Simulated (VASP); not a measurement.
# WC (Fm-3m) in VASP: further runs, part 2 of 2

VASP 6.6.1.

## (4) Density of states, LDA+U

POSCAR

```
WC
1.0
    0.0000000000      2.1926840000      2.1926840000
    2.1926840000      0.0000000000      2.1926840000
    2.1926840000      2.1926840000      0.0000000000
W C
1 1
Direct
    0.0000000000      0.0000000000      0.0000000000
    0.5000000000      0.5000000000      0.5000000000
```

INCAR.step1

```
SYSTEM = WC
  PREC = Accurate
  ENCUT = 520
  EDIFF = 1E-7
  ISMEAR = -1
  SIGMA = 0.05
  LREAL = .False.
  LASPH = .True.
  NELM = 150
  ALGO = Normal
  ISIF = 2
  LWAVE = .False.
  LCHARG = .True.
  LMAXMIX = 4
  LDAU = .True.
  LDAUTYPE = 2
  LDAUL = 2 -1
  LDAUU = 2 0
  LDAUJ = 0 0
  LDAUPRINT = 1
  GGA = CA
  NBANDS = 16
```

KPOINTS.step1

```
Automatic mesh
0
Gamma
  10 10 10
  0 0 0
```

INCAR.step2

```
SYSTEM = WC
  PREC = Accurate
  ENCUT = 520
  EDIFF = 1E-7
  ISMEAR = -5
  SIGMA = 0.05
  LREAL = .False.
  LASPH = .True.
  NELM = 150
  ALGO = Normal
  ISIF = 2
  LWAVE = .False.
  LCHARG = .False.
  LMAXMIX = 4
  LDAU = .True.
  LDAUTYPE = 2
  LDAUL = 2 -1
  LDAUU = 2 0
  LDAUJ = 0 0
  LDAUPRINT = 1
  GGA = CA
  LORBIT = 11
  NEDOS = 2001
  ICHARG = 11
```

KPOINTS.step2

```
Automatic mesh
0
Gamma
  15 15 15
  0 0 0
```

Potentials or basis: VASP PAW LDA potentials, release 64 (W_sv, C).

Run with:

```sh
cat potpaw_LDA.64/W_sv/POTCAR potpaw_LDA.64/C/POTCAR > POTCAR
cp INCAR.step1 INCAR
cp KPOINTS.step1 KPOINTS
mpirun -np 1 vasp_std > vasp.out
cp INCAR.step2 INCAR
cp KPOINTS.step2 KPOINTS
mpirun -np 1 vasp_std > vasp.out
```

OUTCAR:

```text
SYSTEM = WC
   PREC = Accurate
   ENCUT = 520
   EDIFF = 1E-7
   ISMEAR = -5
   LREAL = .False.
   LASPH = .True.
   NELM = 150
   ISIF = 2
   GGA = CA
   LORBIT = 11
   ICHARG = 11

 ion  position               nearest neighbor table
   1  0.000  0.000  0.000-   2 2.19   2 2.19   2 2.19   2 2.19   2 2.19   2 2.19
   2  0.500  0.500  0.500-   1 2.19   1 2.19   1 2.19   1 2.19   1 2.19   1 2.19

  LATTYP: Found a face centered cubic cell.
 ALAT       =     4.3853680000

  Lattice vectors:

 A1 = (   0.0000000000,   2.1926840000,   2.1926840000)
 A2 = (   2.1926840000,   0.0000000000,   2.1926840000)
 A3 = (   2.1926840000,   2.1926840000,   0.0000000000)

Analysis of symmetry for initial positions (statically):
=====================================================================
 Subroutine PRICEL returns:
 Original cell was already a primitive cell.

 Routine SETGRP: Setting up the symmetry group for a
 face centered cubic supercell.

 Subroutine GETGRP returns: Found 48 space group operations
 (whereof 48 operations were pure point group operations)
 out of a pool of 48 trial point group operations.

The static configuration has the point symmetry O_h .
[... 215 lines left out ...]
      8       9.7217      2.00000
      9      11.3418      2.00000
     10      11.3418      2.00000
     11      11.3418      2.00000
     12      11.5035      2.46612
     13      11.5035      1.66061
[... 354 lines left out ...]
  band No.  band energies     occupation
      1     -62.7900      2.00000
      2     -27.2084      2.00000
      3     -27.0959      2.00000
      4     -27.0895      2.00000
      5      -2.2564      2.00000
      6       6.7284      2.00000
      7       8.2939      2.00000
      8       8.8238      2.00000
      9       9.5077      2.00000
     10      11.7986      2.00000
     11      13.1047     -0.05391
     12      13.7295      0.00000
     13      16.1422      0.00000

 [... further k-points ...]
[... 5 lines left out ...]
  --------------------------------------------------------------------------------------
  -------------------------------------------------------------------------------------
  Total       -1.4298935     -1.4298935     -1.4298935      0.0000000      0.0000000     -0.0000000
  in kB     -108.6566058   -108.6566058   -108.6566058      0.0000000      0.0000000     -0.0000000
  external PRESSURE =    -108.6566058 kB  Pullay stress =       0.0000000 kB

 VOLUME and BASIS-vectors are now :
 -----------------------------------------------------------------------------
  energy-cutoff  :      520.00
  volume of cell :       21.08
      direct lattice vectors                 reciprocal lattice vectors
     0.000000000  2.192684000  2.192684000    -0.228031034  0.228031034  0.228031034
     2.192684000  0.000000000  2.192684000     0.228031034 -0.228031034  0.228031034
     2.192684000  2.192684000  0.000000000     0.228031034  0.228031034 -0.228031034

 POSITION                                       TOTAL-FORCE (eV/Angst)
 -----------------------------------------------------------------------------------
      0.00000      0.00000      0.00000         0.000000      0.000000      0.000000
      2.19268      2.19268      2.19268         0.000000     -0.000000      0.000000
 -----------------------------------------------------------------------------------
    total drift:                                0.000000     -0.000000     -0.000000

  FREE ENERGIE OF THE ION-ELECTRON SYSTEM (eV)
  ---------------------------------------------------
  free  energy   TOTEN  =       -21.5154839525 eV

  energy  without entropy=      -21.5154839525  energy(sigma->0) =      -21.51548395

 total charge

# of ion       s       p       d       tot
------------------------------------------
    1        2.315   6.364   3.369  12.048
    2        0.848   1.592   0.000   2.440
--------------------------------------------------
tot          3.162   7.957   3.369  14.488
```

OUTCAR.step1:

```text
SYSTEM = WC
   PREC = Accurate
   ENCUT = 520
   EDIFF = 1E-7
   ISMEAR = -1
   LREAL = .False.
[... 714 lines left out ...]
      0.00000      0.00000      0.00000        -0.000000     -0.000000     -0.000000
      2.19268      2.19268      2.19268         0.000000      0.000000      0.000000
 -----------------------------------------------------------------------------------
    total drift:                                0.000000     -0.000000     -0.000000

  FREE ENERGIE OF THE ION-ELECTRON SYSTEM (eV)
  ---------------------------------------------------
  free  energy   TOTEN  =       -21.5296927870 eV

  energy  without entropy=      -21.5230704925  energy(sigma->0) =      -21.52638164
```

OSZICAR.step1:

```text
N       E                     dE             d eps       ncg     rms          rms(c)
DAV:   1     0.112424392919E+03    0.11242E+03   -0.92593E+03  1504   0.124E+03
DAV:   2    -0.217967856644E+02   -0.13422E+03   -0.12945E+03  1808   0.340E+02
DAV:   3    -0.252467225816E+02   -0.34499E+01   -0.34271E+01  1672   0.509E+01
DAV:   4    -0.252654006050E+02   -0.18678E-01   -0.18677E-01  1904   0.425E+00
DAV:   5    -0.252655344636E+02   -0.13386E-03   -0.13386E-03  1680   0.348E-01    0.311E+01
DAV:   6    -0.216639537418E+02    0.36016E+01   -0.91612E+00  1840   0.284E+01    0.748E+00
DAV:   7    -0.215671339504E+02    0.96820E-01   -0.52960E-01  1512   0.589E+00    0.623E+00
DAV:   8    -0.215325561181E+02    0.34578E-01   -0.10328E-01  1696   0.239E+00    0.145E+00
DAV:   9    -0.215297768535E+02    0.27793E-02   -0.54455E-03  1640   0.581E-01    0.165E-01
DAV:  10    -0.215296959555E+02    0.80898E-04   -0.45668E-04  1776   0.250E-01    0.563E-02
DAV:  11    -0.215296926439E+02    0.33115E-05   -0.14783E-05  1704   0.346E-02    0.120E-02
DAV:  12    -0.215296927859E+02   -0.14196E-06   -0.39038E-07  1728   0.604E-03    0.199E-03
DAV:  13    -0.215296927870E+02   -0.10923E-08   -0.21274E-08  1064   0.151E-03
   1 F= -.21529693E+02 E0= -.21526382E+02  d E =-.662229E-02
```

Run time: 12 s. Hardware: 1 thread of Intel Xeon 6975P-C (Granite Rapids), shared host; peak memory 0.15 GiB.

What came out:

```
Valence electrons inside the program's atomic spheres : W 12.05; C 2.44
```

Eigenvalues of the final occupation matrices:
```csv
site,spin,trace,eigenvalues
site 1 d,1,1.72,0.34 0.34 0.34 0.35 0.35
site 1 d,2,1.72,0.34 0.34 0.34 0.35 0.35
```

Caveat: the bands computed are all filled at some k points, so no gap is given; spin-orbit coupling is left out, which moves the levels of the heavy elements; the U is typed as a test and isn't derived for this compound.

## (5) Density of states, LDA+U

POSCAR is that of step 4.

INCAR.step1

```
PREC = Accurate
ENCUT = 520
EDIFF = 1E-6
ISMEAR = -1
SIGMA = 0.05
LREAL = False
LASPH = True
NELM = 150
ALGO = Normal
ISIF = 2
LWAVE = False
LCHARG = True
LMAXMIX = 4
LDAU = True
LDAUTYPE = 2
LDAUL = 2 -1
LDAUU = 5 0
LDAUJ = 0 0
LDAUPRINT = 1
NBANDS = 16
```

KPOINTS.step1

```
regular mesh
0
Gamma
  10 10 10
```

INCAR.step2

```
PREC = Accurate
ENCUT = 520
EDIFF = 1E-6
ISMEAR = -5
SIGMA = 0.05
LREAL = False
LASPH = True
NELM = 150
ALGO = Normal
ISIF = 2
LWAVE = False
LCHARG = False
LMAXMIX = 4
LDAU = True
LDAUTYPE = 2
LDAUL = 2 -1
LDAUU = 5 0
LDAUJ = 0 0
LDAUPRINT = 1
LORBIT = 11
NEDOS = 1001
ICHARG = 11
```

KPOINTS.step2

```
regular mesh
0
Gamma
  15 15 15
```

Run with:

```sh
cat potpaw_LDA.64/W_sv/POTCAR potpaw_LDA.64/C/POTCAR > POTCAR
cp INCAR.step1 INCAR
cp KPOINTS.step1 KPOINTS
mpirun -np 1 vasp_std > vasp.out
cp INCAR.step2 INCAR
cp KPOINTS.step2 KPOINTS
mpirun -np 1 vasp_std > vasp.out
```

It took 11 s on 1 thread of Intel Xeon 6975P-C (Granite Rapids), shared host; peak memory 0.15 GiB.

It converged, with:

- Valence electrons inside the program's atomic spheres: W 11.99; C 2.46

Levels at points of the mesh, in eV from the Fermi level:
```
           k point  band 6  band 7  band 8  band 9  band 10  band 11  band 12  band 13
(0.00, 0.00, 0.00)   -2.65   -2.65   -2.65   -1.21    -1.21    -1.21    -0.85    -0.85
```

Eigenvalues of the final occupation matrices:
```csv
site,spin,trace,eigenvalues
site 1 d,1,1.67,0.33 0.33 0.33 0.34 0.34
site 1 d,2,1.67,0.33 0.33 0.33 0.34 0.34
```

Caveat: the bands computed are all filled at some k points, so no gap is given; spin-orbit coupling is left out, which moves the levels of the heavy elements; the U is typed as a test and isn't derived for this compound.

## (6) Density of states, LDA+U

POSCAR is that of step 5.

INCAR.step1

```
PREC = Accurate ; ENCUT = 520
EDIFF = 1E-6 ; ISMEAR = -1
SIGMA = 0.05 ; LREAL = F
LASPH = T ; NELM = 150
ALGO = Normal ; ISIF = 2
LWAVE = F ; LCHARG = T
LMAXMIX = 4 ; LDAU = T
LDAUTYPE = 2 ; LDAUL = 2 -1
LDAUU = 8 0 ; LDAUJ = 0 0
LDAUPRINT = 1 ; NBANDS = 16
```

KPOINTS.step1

```
Automatic mesh
0
Gamma
  10 10 10
```

INCAR.step2

```
PREC = Accurate ; ENCUT = 520
EDIFF = 1E-6 ; ISMEAR = -5
SIGMA = 0.05 ; LREAL = F
LASPH = T ; NELM = 150
ALGO = Normal ; ISIF = 2
LWAVE = F ; LCHARG = F
LMAXMIX = 4 ; LDAU = T
LDAUTYPE = 2 ; LDAUL = 2 -1
LDAUU = 8 0 ; LDAUJ = 0 0
LDAUPRINT = 1 ; LORBIT = 10
NEDOS = 1001 ; ICHARG = 11
```

KPOINTS.step2

```
Automatic mesh
0
Gamma
  15 15 15
```

Potentials or basis: VASP PAW LDA potentials, release 64 (W_sv, C).

Run with:

```sh
cat potpaw_LDA.64/W_sv/POTCAR potpaw_LDA.64/C/POTCAR > POTCAR
cp INCAR.step1 INCAR
cp KPOINTS.step1 KPOINTS
mpirun -np 1 vasp_std > vasp.out
cp INCAR.step2 INCAR
cp KPOINTS.step2 KPOINTS
mpirun -np 1 vasp_std > vasp.out
```

Run time: 10 s. Hardware: 1 thread of Intel Xeon 6975P-C (Granite Rapids), shared host; peak memory 0.15 GiB.

Results (log left out):

| Quantity | Value |
| --- | --- |
| Valence electrons inside the program's atomic spheres | W 11.92; C 2.47 |

Levels at points of the mesh, in eV from the Fermi level:
```tsv
k point	band 6	band 7	band 8	band 9	band 10	band 11	band 12	band 13
(0.00, 0.00, 0.00)	-2.61	-2.61	-2.61	-1.36	-1.36	-1.36	-0.78	-0.78
```

Eigenvalues of the final occupation matrices:
```
    site  spin  trace               eigenvalues
site 1 d     1   1.63  0.32 0.32 0.32 0.33 0.33
site 1 d     2   1.63  0.32 0.32 0.32 0.33 0.33
```

Caveat: the bands computed are all filled at some k points, so no gap is given; spin-orbit coupling is left out, which moves the levels of the heavy elements; the U is typed as a test and isn't derived for this compound.
